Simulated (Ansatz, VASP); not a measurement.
**C in VASP and in Ansatz**

```
C
1.0
     2.20268   -3.79187    0.00000
     2.20268    3.79187    0.00000
     0.00000    0.00000    1.28229
C
1
Direct
  0.00000 0.00000 0.00000
```

Alike in both runs: functional PBE; k mesh 20 × 20 × 42; occupations gaussian, width 0.1 eV; no spin polarisation.

Ansatz relaxed the structure, and its values are those at the end. VASP's run is a single point on that final structure, the one shown.

|  | VASP | Ansatz |
| --- | --- | --- |
| version | VASP 6.6.1 | Ansatz 0.2.0 |
| potentials or method | VASP PAW PBE potentials, release 64 (C), cutoff 520 eV | scalar-relativistic, plane waves, PAW |
| valence electrons in the cell | 4 | 4 |

```csv
,VASP,Ansatz,Ansatz less VASP
gap on the k mesh at the Fermi level (eV),none,none,-
pressure (GPa),-0.1,0.0,+0.10
```

A gap of «none» marks a metal or a gap that the smearing closes.
